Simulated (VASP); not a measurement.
The system is ZrNb2N4.

```
CELL_PARAMETERS angstrom
0.01816 -3.08824 -0.08223
-5.07901 0.03024 0.02046
1.65648 -0.14719 -5.28607
ATOMIC_POSITIONS crystal
Zr 0.46367 0.04894 0.56142
Nb 0.05928 0.04147 0.96675
Nb 0.53498 0.51722 0.99655
N 0.47372 0.17102 0.17792
N 0.97700 0.73586 0.25283
N 0.96145 0.25774 0.74519
N 0.52991 0.72776 0.79935
```

```yaml
Program: VASP 6.6.1
Task: relaxation of cell and atoms
Functional: PBE
Potentials_or_basis: VASP PAW PBE potentials, release 64 (Zr_sv, Nb_sv, N)
Cutoff: 600 eV
k_mesh: 8 × 4 × 4
Occupations: gaussian, width 0.2 eV
Spin: no spin polarisation
```

At the start: pressure 41.1 GPa; volume 11.82 Å³/atom.

Q: Where does the relaxation end?

A: Over 22 steps the energy falls by 794.7 meV/atom and the volume is 12.32 Å³/atom (+4.2 %); space group P2/m (No. 10, to 0.05 Å).

The path:
| step | energy change (eV) | largest force (eV/Å) | pressure (GPa) | volume (Å³) |
| --- | --- | --- | --- | --- |
| 1 | 0.0000 | 11.1878 | 41.08 | 82.75 |
| 2 | 3.2768 | 3.5094 | -36.58 | 124.56 |
| 3 | -3.9023 | 2.1208 | -17.88 | 96.02 |
| 4 | -4.0360 | 1.9078 | -13.97 | 94.25 |
| 5 | -4.0757 | 2.2334 | -9.54 | 92.52 |
| 6 | -5.0170 | 1.9785 | 5.39 | 85.67 |
| 7 | -5.0250 | 2.1670 | 7.56 | 84.98 |
| 8 | -5.3651 | 1.4368 | -0.75 | 87.05 |
| 9 | -5.3759 | 1.1953 | 0.14 | 86.75 |
| 10 | -5.5056 | 0.5280 | -1.78 | 87.13 |
| 11 | -5.5077 | 0.4704 | -1.67 | 87.09 |
| 12 | -5.5420 | 0.3511 | 1.75 | 85.83 |
| 13 | -5.5426 | 0.3524 | 2.28 | 85.64 |
| 14 | -5.5572 | 0.1480 | -0.74 | 86.49 |
| 15 | -5.5585 | 0.1567 | -0.10 | 86.30 |
| 16 | -5.5613 | 0.1027 | -0.13 | 86.29 |
| 17 | -5.5619 | 0.0692 | -0.15 | 86.29 |
| 18 | -5.5624 | 0.0387 | 0.25 | 86.16 |
| 19 | -5.5625 | 0.0367 | 0.20 | 86.18 |
| 20 | -5.5626 | 0.0271 | -0.14 | 86.30 |
| 21 | -5.5626 | 0.0283 | -0.11 | 86.28 |
| 22 | -5.5627 | 0.0083 | -0.01 | 86.26 |

Final structure:
```cif
data_structure
_symmetry_space_group_name_H-M 'P 1'
_symmetry_Int_Tables_number 1
_cell_length_a 3.1349
_cell_length_b 5.2590
_cell_length_c 5.4957
_cell_angle_alpha 107.818
_cell_angle_beta 90.005
_cell_angle_gamma 90.009
_cell_volume 86.26
loop_
_atom_site_label
_atom_site_type_symbol
_atom_site_fract_x
_atom_site_fract_y
_atom_site_fract_z
_atom_site_occupancy
Zr1 Zr 0.49977 0.00164 0.49929 1
Nb1 Nb 0.00007 0.99786 0.99798 1
Nb2 Nb 0.50030 0.49905 0.00169 1
N1 N 0.50013 0.22998 0.21890 1
N2 N 0.99997 0.74754 0.24295 1
N3 N 0.99979 0.25289 0.75759 1
N4 N 0.49997 0.77104 0.78161 1
```
